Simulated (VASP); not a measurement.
ScCo, 2 atoms in the cell. The structure is cubic, space group Pm-3m (No. 221). The conventional cell has a = 3.081 Å, b = 3.081 Å, c = 3.081 Å, α = 90.00°, β = 90.00°, γ = 90.00°. Sc (site symmetry m-3m) has 8 Co at 2.67 Å and 6 Sc at 3.08 Å within 3.5 Å. Within 3.5 Å of Co (site symmetry m-3m) lie 8 Sc at 2.67 Å and 6 Co at 3.08 Å.  This cell differs from its parent crystal: volume scaled by 0.94.

* Program: VASP 6.6.1
* Task: single point
* Functional: r2SCAN
* Potentials or basis: VASP PAW PBE potentials, release 64 (Sc_sv, Co)
* Cutoff: 520 eV
* k mesh: 9 × 9 × 9
* Occupations: fermi-dirac, width 0.05 eV
* Spin: collinear spin, ferromagnetic start
* Starting moments: [0.0, 2.0] μB
* Dipole correction: no
* Further INCAR settings: ALGO = Normal; EDIFF = 1e-06; NBANDS = 21

Potentials or basis: VASP PAW PBE potentials, release 64 (Sc_sv, Co).

Launch:

```console
$ cat potpaw_PBE.64/Sc_sv/POTCAR potpaw_PBE.64/Co/POTCAR > POTCAR
$ cp INCAR.step1 INCAR
$ mpirun -np 1 vasp_std > vasp.out
$ cp INCAR.step2 INCAR
$ mpirun -np 1 vasp_std > vasp.out
```

Hardware: 1 thread of Intel(R) Xeon(R) 6975P-C (Granite Rapids) (shared host).

**Question.** How long does it take, and how much memory?

**Answer.** Run time: 60 s on 1 thread of Intel(R) Xeon(R) 6975P-C (Granite Rapids), with other jobs on the host, peak memory 0.17 GiB. Counts: k points 35.
